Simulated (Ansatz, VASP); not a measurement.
## BaS: VASP beside Ansatz

File INCAR:

```
PREC = Accurate
ENCUT = 600
EDIFF = 1E-7
ISMEAR = -1
SIGMA = 0.05
LREAL = False
LASPH = True
NELM = 100
ALGO = Normal
ISIF = 3
LWAVE = False
LCHARG = False
GGA = PE
IBRION = 2
NSW = 100
EDIFFG = -0.005
```

The input KPOINTS:

```
regular mesh
0
Gamma
  12 12 12
```

The input POSCAR:

```
BaS
1.0
    0.0000000000      2.9384922382      2.9384922382
    2.9384922382      0.0000000000      2.9384922382
    2.9384922382      2.9384922382      0.0000000000
Ba S
1 1
Direct
    0.0000000000      0.0000000000      0.0000000000
    0.5000000000      0.5000000000      0.5000000000
```

Input for Ansatz:

```yaml
crystal:
  lattice:
    - [0.0, 2.9384922382, 2.9384922382]
    - [2.9384922382, 0.0, 2.9384922382]
    - [2.9384922382, 2.9384922382, 0.0]
  atoms:
    - { symbol: Ba, position: [0.0, 0.0, 0.0] }
    - { symbol: S, position: [0.5, 0.5, 0.5] }
kpoints:
  mp_grid: { grid: [12, 12, 12] }
scf:
  occupations: { method: fermi_dirac, width: 0.05 }
hamiltonian:
  xc: pbe
  pseudopotentials: { kind: paw }
output:
  forces: true
  stress: true
relax:
  f_tol: 0.005
  max_steps: 80
  cell: {}
```

Alike in both runs: task relaxation of cell and atoms; functional PBE; k mesh 12 × 12 × 12; occupations fermi-dirac, width 0.05 eV; no spin polarisation.

|  | VASP | Ansatz |
| --- | --- | --- |
| version | VASP 6.6.1 | Ansatz 0.2.0 |
| potentials or method | VASP PAW PBE potentials, release 64 (Ba_sv, S) | PAW with Ansatz's default frozen-core files, scalar-relativistic |
| plane-wave cutoff (eV) | 600 | 420 |
| valence electrons in the cell | 16 | 16 |

VASP gave:

* relaxed volume (Å³/atom): 33.64
* relaxed cell length with the largest relative difference (Å): 4.565

Problem. Which values does Ansatz return?

Solution. Relaxed volume (Å³/atom): 33.17; relaxed cell length with the largest relative difference (Å): 4.544.

Neither program's run includes spin-orbit coupling. Noted on VASP's run: the volume moved by over 15 % at a fixed basis, so the end points are rough.
